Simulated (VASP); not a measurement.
# Zr7B in VASP: further runs

Zr7B is run at these levels: PBE; tasks: single point, relaxation of cell and atoms.

All numbers are computed with VASP 6.6.1; they aren't measurements. Logs are shortened: lines on timing, memory, paths and dates and some standing lists are left out, and cuts for length are marked.

### 1 The cell of the first run

The typed cell holds 8 atoms: a = 5.731 Å, b = 5.731 Å, c = 5.731 Å, α = 100.05°, β = 100.05°, γ = 100.05°.

### 2 Single point, PBE

Contents of INCAR:

```
SYSTEM = Zr7B
PREC = Accurate ; ENCUT = 520
EDIFF = 1E-7 ; ISMEAR = 0
SIGMA = 0.2 ; LREAL = .FALSE.
LASPH = .TRUE. ; NELM = 60
ALGO = Normal ; ISIF = 2
LWAVE = .FALSE. ; LCHARG = .FALSE.
GGA = PE ; NBANDS = 54
```

Contents of KPOINTS:

```
Automatic mesh
0
G
  3 3 3
  0 0 0
```

Contents of POSCAR:

```
Zr7B
1.0
    4.3919464324      2.5356914550      2.6694015008
   -4.3919464324      2.5356914550      2.6694015008
    0.0000000000     -5.0713829100      2.6694015008
Zr B
7 1
Direct
    0.2160397723      0.5937939364      0.2159837969
    0.2159837969      0.2160397723      0.5937939364
    0.5937939364      0.2159837969      0.2160397723
    0.7840162031      0.4062060636      0.7839602277
    0.4062060636      0.7839602277      0.7840162031
    0.7839602277      0.7840162031      0.4062060636
    0.0000000000      0.0000000000      0.0000000000
    0.5000000000      0.5000000000      0.5000000000
```

Potentials or basis: VASP PAW PBE potentials, release 64 (Zr_sv, B).

Launch:

```sh
$ cat potpaw_PBE.64/Zr_sv/POTCAR potpaw_PBE.64/B/POTCAR > POTCAR
$ mpirun -np 1 vasp_std > vasp.out
```

OUTCAR:

```text
SYSTEM = Zr7B
   PREC = Accurate
   ENCUT = 520
   EDIFF = 1E-7
   ISMEAR = 0
   LREAL = .FALSE.
   LASPH = .TRUE.
   NELM = 60
   ISIF = 2
   GGA = PE

 ion  position               nearest neighbor table
   1  0.216  0.594  0.216-   8 2.30   4 3.07   7 3.16   5 3.16   6 3.16   6 3.17   5 3.18   2 3.32
                             3 3.32   7 3.34   3 3.83   2 3.83   3 3.84   2 3.84
   2  0.216  0.216  0.594-   8 2.30   6 3.07   7 3.16   4 3.16   5 3.16   5 3.17   4 3.18   1 3.32
                             3 3.32   7 3.34   1 3.83   3 3.83   3 3.84   1 3.84
   3  0.594  0.216  0.216-   8 2.30   5 3.07   7 3.16   6 3.16   4 3.16   4 3.17   6 3.18   2 3.32
                             1 3.32   7 3.34   1 3.83   2 3.83   1 3.84   2 3.84
   4  0.784  0.406  0.784-   8 2.30   1 3.07   7 3.16   2 3.16   3 3.16   3 3.17   2 3.18   6 3.32
                             5 3.32   7 3.34   5 3.83   6 3.83   5 3.84   6 3.84
   5  0.406  0.784  0.784-   8 2.30   3 3.07   7 3.16   1 3.16   2 3.16   2 3.17   1 3.18   6 3.32
                             4 3.32   7 3.34   4 3.83   6 3.83   4 3.84   6 3.84
   6  0.784  0.784  0.406-   8 2.30   2 3.07   7 3.16   3 3.16   1 3.16   1 3.17   3 3.18   5 3.32
                             4 3.32   7 3.34   5 3.83   4 3.83   4 3.84   5 3.84
   7  0.000  0.000  0.000-   2 3.16   6 3.16   4 3.16   3 3.16   5 3.16   1 3.16   2 3.34   6 3.34
                             1 3.34   5 3.34   4 3.34   3 3.34
   8  0.500  0.500  0.500-   2 2.30   6 2.30   5 2.30   1 2.30   3 2.30   4 2.30

  LATTYP: Found a trigonal (rhomboedric) cell.
 ALAT       =     5.7310233809
 COS(alpha) =    -0.1745721633

  Lattice vectors:

 A1 = (   4.3919464324,   2.5356914550,   2.6694015008)
 A2 = (  -4.3919464324,   2.5356914550,   2.6694015008)
 A3 = (   0.0000000000,  -5.0713829100,   2.6694015008)

Analysis of symmetry for initial positions (statically):
=====================================================================
 Subroutine PRICEL returns:
 Original cell was already a primitive cell.

 Routine SETGRP: Setting up the symmetry group for a
 trigonal (rhombohedral) supercell.

 Subroutine GETGRP returns: Found  6 space group operations
 (whereof  6 operations were pure point group operations)
 out of a pool of 12 trial point group operations.

The static configuration has the point symmetry D_3 .

Analysis of symmetry for dynamics (positions and initial velocities):
=====================================================================
 Subroutine PRICEL returns:
 Original cell was already a primitive cell.

 Routine SETGRP: Setting up the symmetry group for a
 trigonal (rhombohedral) supercell.

[... 105 lines left out ...]
   POTIM  = 0.5000    time-step for ionic-motion
   TEBEG  =    0.0;   TEEND  =   0.0 temperature during run
   PSTRESS=    0.0 pullay stress
   NELECT =      87.0000    total number of electrons
   NUPDOWN=      -1.0000    fix difference up-down
   EMIN   =  10.00;   EMAX   =-10.00  energy-range for DOS
   EFERMI =   0.00;   METHOD = LEGACY
   ISMEAR =     0;   SIGMA  =   0.20  broadening in eV -4-tet -1-fermi 0-gaus
   EFERMI_NEDOS =   21; number of points for ismear=-14 and -15
   IALGO  =     38    algorithm
   IMIX   =      4    mixing-type and parameters
     AMIX     =   0.40;   BMIX     =  1.00
     AMIX_MAG =   1.60;   BMIX_MAG =  1.00
  volume/ion in A,a.u.               =      22.30       150.46
  Fermi-wavevector in a.u.,A,eV,Ry     =   1.288670  2.435233 22.594792  1.660670
  Thomas-Fermi vector in A             =   2.420610
   LORBIT       =      0    0 simple, 1 ext, 2 COOP (PROOUT), +10 PAW based schemes
   GGA     = PE    functional components
   LHFCALC =     F    Hartree Fock is set to
   AEXX    =    0.0000 exact exchange contribution
   IVDW    =     0    specifies the selected vdW correction
   LEPSILON=     F    determine dielectric tensor
   LRPA    =     F    only Hartree local field effects (RPA)
 non-spin polarized calculation
 Gauss-broadening in eV      SIGMA  =   0.20
  energy-cutoff  :      520.00
  volume of cell :      178.37
 maximum number of plane-waves:      4808
 NGX is ok and might be reduce to    42
   NGX = 21   NGY = 21   NGZ = 21

 number of electron      87.0000000 magnetization

 Free energy of the ion-electron system (eV)
  ---------------------------------------------------
  ext. energy  EPLUGINS =         0.00000000
  ---------------------------------------------------
  free energy    TOTEN  =       -65.96682161 eV

  energy without entropy =      -65.71398386  energy(sigma->0) =      -65.84040274

 E-fermi :   8.0644     XC(G=0): -10.8501

 val. band max:        8.0643717636   @ k =   0.3333   0.3333   0.3333
 cond. band min:       8.0829761002   @ k =  -0.3333   0.3333   0.3333
 fundamental gap:      0.0186043366
 Fermi energy:         8.0644190138

 k-point     1 :       0.0000    0.0000    0.0000
  band No.  band energies     occupation
      1     -40.5927      2.00000
      2     -40.4890      2.00000
      3     -40.4542      2.00000
      4     -40.4542      2.00000
      5     -40.4383      2.00000
      6     -40.4383      2.00000
[... 331 lines left out ...]
     53      10.0905      0.00000
     54      10.1030      0.00000

------------------------ aborting loop because EDIFF is reached ----------------------------------------

  FORCE on cell =-STRESS in cart. coord.  units (eV):
  Direction    XX          YY          ZZ          XY          YZ          ZX
  --------------------------------------------------------------------------------------
  -------------------------------------------------------------------------------------
  Total        0.6531237      0.6531237     -0.6669691     -0.0000000      0.0000000      0.0000000
  in kB        5.8666130      5.8666130     -5.9909779     -0.0000000      0.0000000      0.0000000
  external PRESSURE =       1.9140827 kB  Pullay stress =       0.0000000 kB

 VOLUME and BASIS-vectors are now :
 -----------------------------------------------------------------------------
  energy-cutoff  :      520.00
  volume of cell :      178.37
      direct lattice vectors                 reciprocal lattice vectors
     4.391946432  2.535691455  2.669401501     0.113844740  0.065728291  0.124871936
    -4.391946432  2.535691455  2.669401501    -0.113844740  0.065728291  0.124871936
     0.000000000 -5.071382910  2.669401501     0.000000000 -0.131456583  0.124871936

 POSITION                                       TOTAL-FORCE (eV/Angst)
 -----------------------------------------------------------------------------------
     -1.65908      0.95815      2.73832        -0.011750      0.004254      0.002280
     -0.00025     -1.91588      2.73832         0.002191     -0.012303      0.002280
      1.65932      0.95773      2.73832         0.009559      0.008049      0.002280
      1.65932     -0.95773      5.26989         0.009559     -0.008049     -0.002280
     -1.65908     -0.95815      5.26989        -0.011750     -0.004254     -0.002280
     -0.00025      1.91588      5.26989         0.002191      0.012303     -0.002280
      0.00000      0.00000      0.00000        -0.000000      0.000000     -0.000000
      0.00000      0.00000      4.00410        -0.000000     -0.000000     -0.000000
 -----------------------------------------------------------------------------------
    total drift:                               -0.000000      0.000000     -0.000000

  FREE ENERGIE OF THE ION-ELECTRON SYSTEM (eV)
  ---------------------------------------------------
  free  energy   TOTEN  =       -65.9668216145 eV

  energy  without entropy=      -65.7139838634  energy(sigma->0) =      -65.84040274
```

OSZICAR:

```text
N       E                     dE             d eps       ncg     rms          rms(c)
DAV:   1     0.930258721860E+03    0.93026E+03   -0.45511E+04   648   0.159E+03
DAV:   2     0.120448610756E+02   -0.91821E+03   -0.89879E+03   716   0.480E+02
DAV:   3    -0.655708111406E+02   -0.77616E+02   -0.76002E+02  1048   0.102E+02
DAV:   4    -0.736362552751E+02   -0.80654E+01   -0.79996E+01  1008   0.290E+01
DAV:   5    -0.741823206899E+02   -0.54607E+00   -0.54556E+00   928   0.603E+00    0.311E+01
DAV:   6    -0.661124769098E+02    0.80698E+01   -0.42282E+01   722   0.204E+01    0.107E+01
DAV:   7    -0.660466146250E+02    0.65862E-01   -0.64105E+00   944   0.918E+00    0.485E+00
DAV:   8    -0.659832395787E+02    0.63375E-01   -0.12394E+00   922   0.387E+00    0.261E+00
DAV:   9    -0.659644302987E+02    0.18809E-01   -0.34017E-01   826   0.234E+00    0.124E+00
DAV:  10    -0.659666680430E+02   -0.22377E-02   -0.65705E-02   850   0.139E+00    0.380E-01
DAV:  11    -0.659668283646E+02   -0.16032E-03   -0.13120E-02   746   0.569E-01    0.524E-02
DAV:  12    -0.659668513706E+02   -0.23006E-04   -0.10752E-03   922   0.127E-01    0.314E-02
DAV:  13    -0.659668246433E+02    0.26727E-04   -0.86409E-05   856   0.439E-02    0.130E-02
DAV:  14    -0.659668214169E+02    0.32264E-05   -0.19206E-05   986   0.210E-02    0.373E-03
DAV:  15    -0.659668214091E+02    0.78126E-08   -0.30796E-06   896   0.771E-03    0.244E-03
DAV:  16    -0.659668215930E+02   -0.18383E-06   -0.12094E-07   450   0.188E-03    0.132E-03
DAV:  17    -0.659668216145E+02   -0.21522E-07   -0.64858E-08   426   0.133E-03
   1 F= -.65966822E+02 E0= -.65840403E+02  d E =-.252838E+00
```

stdout:

```text
POSCAR found type information on POSCAR ZrB
 POSCAR found :  2 types and       8 ions
 scaLAPACK will be used
 LDA part: xc-table for (Slater+PW92), standard interpolation
 POSCAR, INCAR and KPOINTS ok, starting setup
 FFT: planning ... GRIDC
 FFT: planning ... GRID_SOFT
 FFT: planning ... GRID
 WAVECAR not read
 entering main loop
```

Wall time 43 s (1 thread of Intel Xeon 6975P-C (Granite Rapids), shared host); peak memory 0.32 GiB.

What came out:

| Quantity | Value |
| --- | --- |
| Free energy | -65.9668 eV |
| Pressure | 0.2 GPa |
| Largest force | 0.013 eV/Å |

Forces on the atoms (eV/Å):
```
Zr  -0.012  0.004  0.002
Zr   0.002 -0.012  0.002
Zr   0.010  0.008  0.002
Zr   0.010 -0.008 -0.002
Zr  -0.012 -0.004 -0.002
Zr   0.002  0.012 -0.002
Zr   0.000  0.000  0.000
B    0.000  0.000  0.000
```

Stress tensor (GPa, compression positive):
```
 0.59  0.00  0.00
 0.00  0.59  0.00
 0.00  0.00 -0.60
```

Levels at points of the mesh, in eV from the Fermi level:
| k point | band 39 | band 40 | band 41 | band 42 | band 43 | band 44 | band 45 | band 46 | band 47 | band 48 |
| --- | --- | --- | --- | --- | --- | --- | --- | --- | --- | --- |
| (0.00, 0.00, 0.00) | -0.83 | -0.77 | -0.77 | -0.08 | 0.10 | 0.10 | 0.11 | 0.36 | 0.36 | 0.83 |

Caveat: the k points lie up to 0.38 Å⁻¹ apart.

### 3 Relaxation of cell and atoms, PBE

This run uses another cell than the first one, of 15.99 Å³/atom, 0.717 times its volume.

Contents of INCAR:

```
ALGO = Fast ; EDIFF = 1E-6
EDIFFG = -0.08 ; ENCUT = 600
GGA = PE ; IBRION = 2
ISIF = 3 ; ISMEAR = 0
LASPH = T ; LCHARG = F
LREAL = F ; LWAVE = F
NELM = 100 ; NSW = 36
PREC = Accurate ; SIGMA = 0.2
```

Contents of KPOINTS:

```
k-points
0
Gamma
  3 3 3
```

Contents of POSCAR:

```
Zr7B
1.0
    3.4417241900      1.9870803900      3.1164553800
   -3.4417241900      1.9870803900      3.1164553800
    0.0000000000     -3.9741607800      3.1164553800
Zr B
7 1
Direct
    0.1698804300      0.5213641900      0.1752641000
    0.1752641000      0.1698804300      0.5213641900
    0.5213641900      0.1752641000      0.1698804300
    0.8247359000      0.4786358100      0.8301195700
    0.4786358100      0.8301195700      0.8247359000
    0.8301195700      0.8247359000      0.4786358100
    0.0000000000      0.0000000000      0.0000000000
    0.5000000000      0.5000000000      0.5000000000
```

Potentials or basis: VASP PAW PBE potentials, release 64 (Zr_sv, B).

Launch:

```sh
$ cat potpaw_PBE.64/Zr_sv/POTCAR potpaw_PBE.64/B/POTCAR > POTCAR
$ mpirun -np 1 vasp_std > vasp.out
```

Wall time 23 min (1 thread of Intel Xeon 6975P-C (Granite Rapids), shared host); peak memory 0.28 GiB.

Results (log left out):

* Free energy: -65.9285 eV
* Relaxed volume: 22.21 Å³/atom
* Relaxed cell: a = 5.750 Å, b = 5.750 Å, c = 5.750 Å, α = 101.11°, β = 101.11°, γ = 101.11°
* Space group after relaxing (to 0.05 Å): R-3m (No. 166)
* Energy gained by relaxing: 1737.8 meV/atom
* Ionic steps: 17
* Pressure after relaxing: 0.1 GPa
* Largest force after relaxing: 0.074 eV/Å

Forces on the atoms (eV/Å):
```
Zr   0.037 -0.031  0.056
Zr   0.008  0.048  0.056
Zr  -0.045 -0.017  0.056
Zr  -0.045  0.017 -0.056
Zr   0.037  0.031 -0.056
Zr   0.008 -0.048 -0.056
Zr   0.000  0.000  0.000
B    0.000  0.000  0.000
```

Stress tensor (GPa, compression positive):
```
-0.13  0.00  0.00
 0.00 -0.13  0.00
 0.00  0.00  0.42
```

The path:
| step | energy change (eV) | largest force (eV/Å) | pressure (GPa) | volume (Å³) |
| --- | --- | --- | --- | --- |
| 1 | 0.0000 | 2.3185 | 57.00 | 127.88 |
| 2 | -4.7038 | 1.4469 | -15.85 | 262.05 |
| 3 | -9.2493 | 2.0318 | -2.90 | 189.81 |
| 4 | -11.3411 | 1.8002 | -2.94 | 187.11 |
| 5 | -11.1768 | 3.6009 | 10.96 | 171.27 |
| 6 | -12.6615 | 1.5556 | -0.57 | 181.51 |
| 7 | -12.7722 | 1.6695 | 1.74 | 178.49 |
| 8 | -12.7906 | 1.5921 | 1.03 | 179.29 |
| 9 | -13.4020 | 0.9171 | -1.61 | 182.83 |
| 10 | -13.5881 | 0.6802 | -2.88 | 185.09 |
| 11 | -13.5107 | 0.3880 | -4.98 | 189.36 |
| 12 | -13.6375 | 0.4705 | -3.73 | 186.65 |
| 13 | -13.6692 | 0.4007 | 6.41 | 167.48 |
| 14 | -13.8265 | 0.4125 | 1.11 | 176.36 |
| 15 | -13.8895 | 0.2135 | -0.13 | 177.68 |
| 16 | -13.8911 | 0.1382 | 0.02 | 177.50 |
| 17 | -13.9022 | 0.0739 | 0.05 | 177.71 |

Final structure:
```
Zr B
1.0
     4.44006    2.56347    2.60223
    -4.44006    2.56347    2.60223
     0.00000   -5.12693    2.60223
Zr B
7 1
Direct
  0.21445 0.59291 0.21425
  0.21425 0.21445 0.59291
  0.59291 0.21425 0.21445
  0.78575 0.40709 0.78555
  0.40709 0.78555 0.78575
  0.78555 0.78575 0.40709
  0.00000 0.00000 0.00000
  0.50000 0.50000 0.50000
```

Levels at points of the mesh, in eV from the Fermi level:
| k point | band 39 | band 40 | band 41 | band 42 | band 43 | band 44 | band 45 | band 46 | band 47 | band 48 |
| --- | --- | --- | --- | --- | --- | --- | --- | --- | --- | --- |
| (0.00, 0.00, 0.00) | -0.82 | -0.74 | -0.74 | -0.15 | 0.06 | 0.06 | 0.07 | 0.31 | 0.31 | 1.06 |

Caveat: the k points lie up to 0.38 Å⁻¹ apart in the final cell; the volume moved by over 15 % at a fixed basis, so the end points are rough; the relaxation stopped at a loose force limit of 0.08 eV/Å, so its end isn't a converged minimum.
